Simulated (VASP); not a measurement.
# Ag (Fm-3m) in VASP: a series of runs, part 2 of 2

VASP 6.6.1.

## (4) Relaxation of cell and atoms, PBE, target pressure 220 GPa, at which the enthalpy is minimised

This run uses another cell than the first one, of 10.49 Å³/atom, 1.005 times its volume.

File INCAR:

```
SYSTEM = Ag
PREC     = Accurate       ! precision mode
ENCUT    = 600            ! plane-wave cutoff, eV
EDIFF    = 1E-7           ! SCF threshold, eV
ISMEAR   = -1             ! smearing method
SIGMA    = 0.1            ! smearing width, eV
LREAL    = .False.        ! projectors in reciprocal space
LASPH    = .True.         ! aspherical terms in the spheres
NELM     = 80             ! most SCF steps
ALGO     = Normal         ! electronic algorithm
ISIF     = 3              ! what is computed and relaxed
LWAVE    = .False.        ! write WAVECAR
LCHARG   = .False.        ! write CHGCAR
GGA      = PE             ! functional
IBRION   = 2              ! ionic algorithm
NSW      = 60             ! ionic steps
EDIFFG   = -0.005         ! ionic threshold
PSTRESS  = 2200.0
```

File KPOINTS:

```
Automatic mesh
0
Gamma
  19 19 19
  0 0 0
```

File POSCAR:

```
Ag
1.0
    0.0000000000      1.7376520968      1.7376520968
    1.7376520968      0.0000000000      1.7376520968
    1.7376520968      1.7376520968      0.0000000000
Ag
1
Direct
    0.0000000000      0.0000000000      0.0000000000
```

Potentials or basis: VASP PAW PBE potentials, release 64 (Ag).

The run is started by

```bash
cat potpaw_PBE.64/Ag/POTCAR > POTCAR
mpirun -np 1 vasp_std > vasp.out
```

OUTCAR:

```text
SYSTEM = Ag
   PREC = Accurate
   ENCUT = 600
   EDIFF = 1E-7
   ISMEAR = -1
   LREAL = .False.
   LASPH = .True.
   NELM = 80
   ISIF = 3
   GGA = PE
   IBRION = 2
   NSW = 60
   EDIFFG = -0.005
   PSTRESS = 2200.0

 ion  position               nearest neighbor table
   1  0.000  0.000  0.000-

  LATTYP: Found a face centered cubic cell.
 ALAT       =     3.4753041936

  Lattice vectors:

 A1 = (   0.0000000000,   1.7376520968,   1.7376520968)
 A2 = (   1.7376520968,   0.0000000000,   1.7376520968)
 A3 = (   1.7376520968,   1.7376520968,   0.0000000000)

Analysis of symmetry for initial positions (statically):
=====================================================================
 Subroutine PRICEL returns:
 Original cell was already a primitive cell.

 Routine SETGRP: Setting up the symmetry group for a
 face centered cubic supercell.

 Subroutine GETGRP returns: Found 48 space group operations
 (whereof 48 operations were pure point group operations)
 out of a pool of 48 trial point group operations.

The static configuration has the point symmetry O_h .

Analysis of symmetry for dynamics (positions and initial velocities):
=====================================================================
 Subroutine PRICEL returns:
 Original cell was already a primitive cell.

 Routine SETGRP: Setting up the symmetry group for a
 face centered cubic supercell.

 Subroutine GETGRP returns: Found 48 space group operations
 (whereof 48 operations were pure point group operations)
 out of a pool of 48 trial point group operations.

The dynamic configuration has the point symmetry O_h .

 Subroutine INISYM returns: Found 48 space group operations
 (whereof 48 operations are pure point group operations),
 and found     1 'primitive' translations

[... 117 lines left out ...]
   GGA     = PE    functional components
   LHFCALC =     F    Hartree Fock is set to
   AEXX    =    0.0000 exact exchange contribution
   IVDW    =     0    specifies the selected vdW correction
   LEPSILON=     F    determine dielectric tensor
   LRPA    =     F    only Hartree local field effects (RPA)
 conjugate gradient relaxation of ions
 non-spin polarized calculation
  energy-cutoff  :      600.00
  volume of cell :       10.49
 maximum number of plane-waves:       360
   NGX =  9   NGY =  9   NGZ =  9

--------------------------------------- Ionic step        1  -------------------------------------------

 number of electron      11.0000000 magnetization

 Free energy of the ion-electron system (eV)
  ---------------------------------------------------
  ext. energy  EPLUGINS =         0.00000000
  ---------------------------------------------------
  free energy    TOTEN  =         0.06283000 eV

  energy without entropy =        0.06849626  energy(sigma->0) =        0.06566313

------------------------ aborting loop because EDIFF is reached ----------------------------------------

  FORCE on cell =-STRESS in cart. coord.  units (eV):
  Direction    XX          YY          ZZ          XY          YZ          ZX
  --------------------------------------------------------------------------------------
  -------------------------------------------------------------------------------------
  Total       14.0400080     14.0400080     14.0400080     -0.0000000      0.0000000      0.0000000
  in kB     2143.6775296   2143.6775296   2143.6775296     -0.0000000      0.0000000      0.0000000
  external PRESSURE =     -56.3224704 kB  Pullay stress =    2200.0000000 kB
[... 98 lines left out ...]
--------------------------------------- Ionic step        4  -------------------------------------------

 number of electron      11.0000000 magnetization

 Free energy of the ion-electron system (eV)
  ---------------------------------------------------
  ext. energy  EPLUGINS =         0.00000000
  ---------------------------------------------------
  free energy    TOTEN  =         0.14248363 eV

  energy without entropy =        0.14812991  energy(sigma->0) =        0.14530677

 E-fermi :  18.0599     XC(G=0): -15.3974

 val. band max:       18.0127849464   @ k =  -0.3684   0.1579   0.0526
 cond. band min:      18.0682094854   @ k =   0.4737   0.4211   0.0526
 fundamental gap:      0.0554245391
 Fermi energy:        18.0599316038

 k-point     1 :       0.0000    0.0000    0.0000
  band No.  band energies     occupation
      1       5.3821      2.00000
      2      10.0626      2.00000
      3      10.0626      2.00000
      4      10.0626      2.00000
      5      12.4755      2.00000
      6      12.4755      2.00000
      7      33.4050      0.00000
      8      40.0719      0.00000
      9      40.0719      0.00000
[... 265 lines left out ...]
 k-point    24 :      -0.2632    0.0526    0.0000
  band No.  band energies     occupation
      1       7.3295      2.00000
      2      10.3245      2.00000
      3      10.4876      2.00000
      4      10.7354      2.00000
      5      12.5867      2.00000
      6      13.4661      2.00000
      7      31.5337      0.00000
      8      35.1144      0.00000
      9      42.1547      0.00000

 [... further k-points ...]
[... 5 lines left out ...]
  --------------------------------------------------------------------------------------
  -------------------------------------------------------------------------------------
  Total       14.3293081     14.3293081     14.3293081      0.0000000      0.0000000     -0.0000000
  in kB     2200.1720418   2200.1720418   2200.1720418      0.0000000      0.0000000     -0.0000000
  external PRESSURE =       0.1720418 kB  Pullay stress =    2200.0000000 kB
[... 20 lines left out ...]
  energy  without entropy=        0.1481299061  energy(sigma->0) =        0.14530677

  enthalpy is  TOTEN    =        14.4706712451 eV   P V=       14.3281876160

 reached required accuracy - stopping structural energy minimisation
```

It took 38 s on 1 thread of Intel Xeon 6975P-C (Granite Rapids), shared host; peak memory 0.15 GiB.

Results:

- Free energy: 0.1425 eV
- Relaxed volume: 10.43 Å³/atom
- Relaxed cell: a = 2.453 Å, b = 2.453 Å, c = 2.453 Å, α = 60.00°, β = 60.00°, γ = 60.00°
- Space group after relaxing (to 0.05 Å): Fm-3m (No. 225)
- Energy change on relaxing (the enthalpy is what falls): +79.7 meV/atom
- Ionic steps: 4
- Pressure after relaxing: 220.0 GPa

The path:
```tsv
step	energy change (eV)	largest force (eV/Å)	pressure (GPa)	volume (Å³)
1	0.0000	0.0000	214.37	10.49
2	0.8336	0.0000	273.63	9.94
3	0.0778	0.0000	219.86	10.44
4	0.0797	0.0000	220.02	10.43
```

Final structure:
```
CELL_PARAMETERS angstrom
0.00000 1.73440 1.73440
1.73440 0.00000 1.73440
1.73440 1.73440 0.00000
ATOMIC_POSITIONS crystal
Ag 0.00000 0.00000 0.00000
```

Levels at points of the mesh, in eV from the Fermi level:
```
           k point  band 2  band 3  band 4  band 5  band 6  band 7  band 8  band 9
(0.00, 0.00, 0.00)   -8.00   -8.00   -8.00   -5.58   -5.58   15.35   22.01   22.01
```

Caveat: the cell is relaxed towards a set pressure, so the enthalpy falls and the energy may rise.
